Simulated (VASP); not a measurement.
## PbS: single point with PBE+D3(BJ)

PbS:

```
CELL_PARAMETERS angstrom
-2.96713 -2.96713 0.00000
2.96713 -2.96713 0.00000
0.00000 0.00000 12.36853
ATOMIC_POSITIONS crystal
Pb 0.50000 0.50000 0.11995
Pb 0.00000 0.00000 0.35984
Pb 0.50000 0.50000 0.59973
Pb 0.00000 0.00000 0.83963
S 0.00000 0.00000 0.11995
S 0.50000 0.50000 0.35984
S 0.00000 0.00000 0.59973
S 0.50000 0.50000 0.83963
```

This cell differs from its parent crystal: the distance across one plane changed.

```json
{"Program": "VASP 6.6.1", "Task": "single point", "Functional": "PBE", "Dispersion": "D3(BJ)", "Potentials or basis": "VASP PAW PBE potentials, release 64 (Pb_d, S)", "Cutoff": "520 eV", "k mesh": "8 × 8 × 3", "Occupations": "gaussian, width 0.03 eV", "Spin": "no spin polarisation"}
```

| Item | Value |
| --- | --- |
| Pressure | -1.3 GPa |
| Largest force | 0.254 eV/Å |
| Band gap on the k mesh | 0.59 eV |
| Dispersion energy per atom | -0.333 eV |

Forces on the atoms (eV/Å):
```
Pb   0.000  0.000 -0.144
Pb   0.000  0.000 -0.228
Pb   0.000  0.000  0.228
Pb   0.000  0.000  0.144
S    0.000  0.000 -0.077
S    0.000  0.000 -0.254
S    0.000  0.000  0.254
S    0.000  0.000  0.077
```

Stress tensor (GPa, compression positive):
```
-0.49  0.00  0.00
 0.00 -0.49  0.00
 0.00  0.00 -3.00
```

Levels at points of the mesh, in eV from the valence-band top:
```
           k point  band 36  band 37  band 38  band 39  band 40  band 41  band 42  band 43  band 44  band 45
(0.00, 0.00, 0.00)    -2.02    -2.02    -2.02    -1.74    -1.52     2.11     2.84     4.12     4.70     4.86
(0.50, 0.00, 0.00)    -1.44    -0.52    -0.52     0.00     0.00     0.59     0.59     1.53     1.53     2.01
(0.50, 0.50, 0.00)    -3.34    -2.98    -2.98    -1.04    -1.04     2.21     2.21     4.08     4.08     4.79
```

Run time: 2.1 min on 1 thread of Intel(R) Xeon(R) 6975P-C (Granite Rapids), with other jobs on the host, peak memory 0.45 GiB.

Caveat: the cell differs from its parent crystal (the distance across one plane changed); spin-orbit coupling is left out, which moves the levels of the heavy elements; an odd mesh through Γ misses points on the zone boundary, where band edges can lie.
